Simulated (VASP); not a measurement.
Write the native input for VASP 6.6.1 that does the following.

* Task: relaxation of cell and atoms
* Functional: PBE
* Potentials or basis: VASP PAW PBE potentials, release 64 (K_sv, Mn_pv)
* Cutoff: 600 eV
* k mesh: 6 × 6 × 6
* Occupations: gaussian, width 0.1 eV
* Spin: collinear spin, ferromagnetic start
* Starting moments: [0.0, 4.63] μB
* Dipole correction: no
* Further INCAR settings: ALGO = Fast; EDIFF = 1e-06; IBRION = 2; EDIFFG = -0.04; NSW = 90; ISIF = 3

The structure of KMn lies in POSCAR:

```
KMn
1.0
    3.7084828753      0.0000000000      0.0000000000
    0.0000000000      3.7084828753      0.0000000000
    0.0000000000      0.0000000000      3.7084828753
K Mn
1 1
Direct
    0.0000000000      0.0000000000      0.0000000000
    0.5000000000      0.5000000000      0.5000000000
```

The input as run:

INCAR

```
SYSTEM = KMn
PREC = Accurate ; ENCUT = 600
EDIFF = 1E-6 ; ISMEAR = 0
SIGMA = 0.1 ; LREAL = .False.
LASPH = .True. ; NELM = 150
ALGO = Fast ; ISIF = 3
LWAVE = .False. ; LCHARG = .False.
ISPIN = 2 ; MAGMOM = 0 4.63
LORBIT = 11 ; LMAXMIX = 4
GGA = PE ; IBRION = 2
NSW = 90 ; EDIFFG = -0.04
```

KPOINTS

```
Automatic mesh
0
Gamma
  6 6 6
  0 0 0
```

Potentials or basis: VASP PAW PBE potentials, release 64 (K_sv, Mn_pv).

Command:

```bash
$ cat potpaw_PBE.64/K_sv/POTCAR potpaw_PBE.64/Mn_pv/POTCAR > POTCAR
$ mpirun -np 1 vasp_std > vasp.out
```

It gave:

```
Relaxed volume                                        : 35.83 Å³/atom
Relaxed cell                                          : a = 4.154 Å, b = 4.154 Å, c = 4.154 Å, α = 90.00°, β = 90.00°, γ = 90.00°
Space group after relaxing (to 0.05 Å)                : Pm-3m (No. 221)
Energy gained by relaxing                             : 186.1 meV/atom
Ionic steps                                           : 4
Pressure after relaxing                               : 0.1 GPa
Net moment                                            : 4.26 μB per cell
Site moments                                          : K -0.02; Mn +4.19 μB
Valence electrons inside the program's atomic spheres : K 7.58; Mn 11.31
```

Caveat: the volume moved by over 15 % at a fixed basis, so the end points are rough.

Run time: 5.7 min on 1 thread of AMD EPYC 7R43 64-Core Processor (Zen 3), with other jobs on the host, peak memory 0.16 GiB.
